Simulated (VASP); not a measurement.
# Zr2O (P4_2/nnm) in VASP: single point with r2SCAN

Aim: the single point of Zr2O with r2SCAN.

Program: VASP 6.6.1. These are calculated values, not measurements. Logs are shortened: lines on timing, memory, paths and dates and some standing lists are left out, and cuts for length are marked.

## 1. The cell of the first run

The structure is tetragonal, space group P4_2/nnm (No. 134). Conventional cell: a = 4.846 Å, b = 4.846 Å, c = 4.458 Å, α = 90.00°, β = 90.00°, γ = 90.00°. Zr (site symmetry 2/m) has 2 O at 2.04 Å within 2.7 Å. O (site symmetry -42m) has 4 Zr at 2.04 Å within 2.7 Å.

## 2. Single point, r2SCAN (strain +0.000 along x and y, -0.080 along z)

File POSCAR:

```
Zr2O
1.0
    4.8457251933      0.0000000000      0.0000000000
    0.0000000000      4.8457251933      0.0000000000
    0.0000000000      0.0000000000      4.4580671778
Zr O
4 2
Direct
    0.2500000000      0.2500000000      0.7500000000
    0.7500000000      0.2500000000      0.2500000000
    0.2500000000      0.7500000000      0.2500000000
    0.7500000000      0.7500000000      0.7500000000
    0.0000000000      0.0000000000      0.0000000000
    0.5000000000      0.5000000000      0.5000000000
```

File INCAR.step1:

```
SYSTEM = Zr2O
  ALGO = Normal
  EDIFF = 1E-4
  ENCUT = 520
  GGA = PE
  ISMEAR = 0
  LASPH = .True.
  LCHARG = .False.
  LREAL = .False.
  LWAVE = .True.
  NBANDS = 39
  NELM = 60
  PREC = Accurate
  SIGMA = 0.15
```

File INCAR.step2:

```
SYSTEM = Zr2O
  ALGO = Normal
  EDIFF = 1E-6
  ENCUT = 520
  ISIF = 2
  ISMEAR = 0
  ISTART = 1
  LASPH = .True.
  LCHARG = .True.
  LELF = .True.
  LMIXTAU = .True.
  LREAL = .False.
  LVHAR = .True.
  LWAVE = .False.
  METAGGA = R2SCAN
  NBANDS = 39
  NELM = 60
  PREC = Accurate
  SIGMA = 0.15
```

File KPOINTS:

```
k-points
0
Gamma
  10 10 10
  0 0 0
```

Potentials or basis: VASP PAW PBE potentials, release 64 (Zr_sv, O).

Launch:

```
$ cat potpaw_PBE.64/Zr_sv/POTCAR potpaw_PBE.64/O/POTCAR > POTCAR
$ cp INCAR.step1 INCAR
$ mpirun -np 1 vasp_std > vasp.out
$ cp INCAR.step2 INCAR
$ mpirun -np 1 vasp_std > vasp.out
```

OUTCAR:

```text
SYSTEM = Zr2O
   EDIFF = 1E-6
   ENCUT = 520
   ISIF = 2
   ISMEAR = 0
   ISTART = 1
   LASPH = .True.
   LREAL = .False.
   METAGGA = R2SCAN
   NELM = 60
   PREC = Accurate

 ion  position               nearest neighbor table
   1  0.250  0.250  0.750-   5 2.04   6 2.04   2 3.29   3 3.29   2 3.29   3 3.29   3 3.29   3 3.29
                             2 3.29   2 3.29   4 3.43   4 3.43   4 3.43   4 3.43
   2  0.750  0.250  0.250-   5 2.04   6 2.04   1 3.29   4 3.29   1 3.29   4 3.29   4 3.29   4 3.29
                             1 3.29   1 3.29   3 3.43   3 3.43   3 3.43   3 3.43
   3  0.250  0.750  0.250-   5 2.04   6 2.04   1 3.29   4 3.29   1 3.29   4 3.29   1 3.29   1 3.29
                             4 3.29   4 3.29   2 3.43   2 3.43   2 3.43   2 3.43
   4  0.750  0.750  0.750-   5 2.04   6 2.04   2 3.29   3 3.29   2 3.29   3 3.29   2 3.29   2 3.29
                             3 3.29   3 3.29   1 3.43   1 3.43   1 3.43   1 3.43
   5  0.000  0.000  0.000-   1 2.04   2 2.04   3 2.04   4 2.04
   6  0.500  0.500  0.500-   1 2.04   2 2.04   3 2.04   4 2.04

  LATTYP: Found a simple tetragonal cell.
 ALAT       =     4.8457251933
 C/A-ratio  =     0.9200000000

  Lattice vectors:

 A1 = (   4.8457251933,   0.0000000000,   0.0000000000)
 A2 = (   0.0000000000,   4.8457251933,   0.0000000000)
 A3 = (   0.0000000000,   0.0000000000,   4.4580671778)

Analysis of symmetry for initial positions (statically):
=====================================================================
 Subroutine PRICEL returns:
 Original cell was already a primitive cell.

 Routine SETGRP: Setting up the symmetry group for a
 simple tetragonal supercell.

 Subroutine GETGRP returns: Found 16 space group operations
 (whereof  8 operations were pure point group operations)
 out of a pool of 16 trial point group operations.

The static configuration has the point symmetry D_2d.
 The point group associated with its full space group is D_4h.

Analysis of symmetry for dynamics (positions and initial velocities):
=====================================================================
 Subroutine PRICEL returns:
 Original cell was already a primitive cell.

 Routine SETGRP: Setting up the symmetry group for a
 simple tetragonal supercell.

 Subroutine GETGRP returns: Found 16 space group operations
 (whereof  8 operations were pure point group operations)
 out of a pool of 16 trial point group operations.

The dynamic configuration has the point symmetry D_2d.
[... 103 lines left out ...]
   LNONCOLLINEAR =      F non collinear calculations
   LSORBIT =      F    spin-orbit coupling
   LASPH  =      T    aspherical Exc in radial PAW
   ENCUT  =  520.0 eV  38.22 Ry    6.18 a.u.   9.01  9.01  8.29*2*pi/ulx,y,z
   NELM   =     60;   NELMIN=  2; NELMDL=  0     # of ELM steps
   EDIFF  = 0.1E-05   stopping-criterion for ELM
   LREAL  =      F    real-space projection
[... 7 lines left out ...]
   TEBEG  =    0.0;   TEEND  =   0.0 temperature during run
   PSTRESS=    0.0 pullay stress
   NELECT =      60.0000    total number of electrons
   NUPDOWN=      -1.0000    fix difference up-down
   EMIN   =  10.00;   EMAX   =-10.00  energy-range for DOS
   EFERMI =   0.00;   METHOD = LEGACY
   ISMEAR =     0;   SIGMA  =   0.15  broadening in eV -4-tet -1-fermi 0-gaus
   EFERMI_NEDOS =   21; number of points for ismear=-14 and -15
   IALGO  =     38    algorithm
   IMIX   =      4    mixing-type and parameters
     AMIX     =   0.40;   BMIX     =  1.00
     AMIX_MAG =   1.60;   BMIX_MAG =  1.00
  volume/ion in A,a.u.               =      17.45       117.74
  Fermi-wavevector in a.u.,A,eV,Ry     =   1.359890  2.569820 25.161274  1.849301
  Thomas-Fermi vector in A             =   2.486599
   LORBIT       =      0    0 simple, 1 ext, 2 COOP (PROOUT), +10 PAW based schemes
   METAGGA = R2SCAN    functional components
   LHFCALC =     F    Hartree Fock is set to
   AEXX    =    0.0000 exact exchange contribution
   IVDW    =     0    specifies the selected vdW correction
   LEPSILON=     F    determine dielectric tensor
   LRPA    =     F    only Hartree local field effects (RPA)
 non-spin polarized calculation
 Gauss-broadening in eV      SIGMA  =   0.15
  energy-cutoff  :      520.00
  volume of cell :      104.68
 maximum number of plane-waves:      2856
   NGX = 19   NGY = 19   NGZ = 17

 number of electron      59.9999982 magnetization

 Free energy of the ion-electron system (eV)
  ---------------------------------------------------
  ext. energy  EPLUGINS =         0.00000000
  ---------------------------------------------------
  free energy    TOTEN  =      -113.04243343 eV

  energy without entropy =     -112.96096793  energy(sigma->0) =     -113.00170068

 E-fermi :   9.0759     XC(G=0): -12.0223

 val. band max:        9.0735552466   @ k =   0.2000   0.2000   0.4000
 cond. band min:       9.0767764744   @ k =   0.4000   0.4000   0.2000
 fundamental gap:      0.0032212278
 Fermi energy:         9.0758806790

 k-point     1 :       0.0000    0.0000    0.0000
  band No.  band energies     occupation
      1     -41.6791      2.00000
      2     -41.5373      2.00000
      3     -41.5373      2.00000
      4     -41.5078      2.00000
      5     -20.7774      2.00000
      6     -19.2506      2.00000
[... 997 lines left out ...]
     38      12.8188      0.00000
     39      12.9346      0.00000

 [... further k-points ...]

------------------------ aborting loop because EDIFF is reached ----------------------------------------

  FORCE on cell =-STRESS in cart. coord.  units (eV):
  Direction    XX          YY          ZZ          XY          YZ          ZX
  --------------------------------------------------------------------------------------
  -------------------------------------------------------------------------------------
  Total        7.7934136      7.7934136     10.3281640      0.0000000      0.0000000      0.0000000
  in kB      119.2817873    119.2817873    158.0773108      0.0000000      0.0000000      0.0000000
  external PRESSURE =     132.2136284 kB  Pullay stress =       0.0000000 kB

 VOLUME and BASIS-vectors are now :
 -----------------------------------------------------------------------------
  energy-cutoff  :      520.00
  volume of cell :      104.68
      direct lattice vectors                 reciprocal lattice vectors
     4.845725193  0.000000000  0.000000000     0.206367460  0.000000000  0.000000000
     0.000000000  4.845725193  0.000000000     0.000000000  0.206367460  0.000000000
     0.000000000  0.000000000  4.458067178     0.000000000  0.000000000  0.224312457

 POSITION                                       TOTAL-FORCE (eV/Angst)
 -----------------------------------------------------------------------------------
      1.21143      1.21143      3.34355         0.000000     -0.000000      0.000000
      3.63429      1.21143      1.11452         0.000000      0.000000     -0.000000
      1.21143      3.63429      1.11452        -0.000000      0.000000      0.000000
      3.63429      3.63429      3.34355        -0.000000     -0.000000     -0.000000
      0.00000      0.00000      0.00000        -0.000000      0.000000     -0.000000
      2.42286      2.42286      2.22903        -0.000000      0.000000     -0.000000
 -----------------------------------------------------------------------------------
    total drift:                                0.000000     -0.000000      0.000000

  FREE ENERGIE OF THE ION-ELECTRON SYSTEM (eV)
  ---------------------------------------------------
  free  energy   TOTEN  =      -113.0424334293 eV

  energy  without entropy=     -112.9609679290  energy(sigma->0) =     -113.00170068
```

OUTCAR.step1:

```text
SYSTEM = Zr2O
   EDIFF = 1E-4
   ENCUT = 520
   GGA = PE
   ISMEAR = 0
   LASPH = .True.
   LREAL = .False.
   NELM = 60
[... 1249 lines left out ...]
      3.63429      3.63429      3.34355        -0.000000     -0.000000      0.000000
      0.00000      0.00000      0.00000        -0.000000      0.000000      0.000000
      2.42286      2.42286      2.22903        -0.000000      0.000000      0.000000
 -----------------------------------------------------------------------------------
    total drift:                                0.000000     -0.000000      0.000000

  FREE ENERGIE OF THE ION-ELECTRON SYSTEM (eV)
  ---------------------------------------------------
  free  energy   TOTEN  =       -53.1652923725 eV

  energy  without entropy=      -53.0809115453  energy(sigma->0) =      -53.12310196
```

OSZICAR.step1:

```text
N       E                     dE             d eps       ncg     rms          rms(c)
DAV:   1     0.613924252850E+03    0.61392E+03   -0.32296E+04  9828   0.154E+03
DAV:   2    -0.432341444340E+01   -0.61825E+03   -0.60147E+03 11279   0.453E+02
DAV:   3    -0.562151234118E+02   -0.51892E+02   -0.50912E+02 15392   0.109E+02
DAV:   4    -0.597647757307E+02   -0.35497E+01   -0.35407E+01 14516   0.247E+01
DAV:   5    -0.599126890206E+02   -0.14791E+00   -0.14789E+00 13419   0.400E+00    0.358E+01
DAV:   6    -0.532509284781E+02    0.66618E+01   -0.35883E+01 10930   0.300E+01    0.159E+01
DAV:   7    -0.531637273990E+02    0.87201E-01   -0.28995E+00 12077   0.785E+00    0.845E+00
DAV:   8    -0.531625546632E+02    0.11727E-02   -0.38975E-01 13055   0.341E+00    0.105E+00
DAV:   9    -0.531645659728E+02   -0.20113E-02   -0.41863E-02 13285   0.115E+00    0.583E-01
DAV:  10    -0.531653496399E+02   -0.78367E-03   -0.29092E-03 11925   0.425E-01    0.776E-02
DAV:  11    -0.531652923725E+02    0.57267E-04   -0.21344E-04  8573   0.967E-02
   1 F= -.53165292E+02 E0= -.53123102E+02  d E =-.843808E-01
```

Run time: 34 min. Hardware: 1 thread of Oxide Virtual Turin-like, shared host; peak memory 0.45 GiB.

What came out:

```yaml
Free_energy: -113.0424 eV
Pressure: 13.2 GPa
Band_gap_on_the_k_mesh: zero (bands 30 and 31 overlap by 1.15 eV)
```

Caveat: the cell differs from its parent crystal (strain +0.000 along x and y, -0.080 along z); the cell stands under pressure; the PAW data sets were made with another functional, which shifts forces and pressure a little.
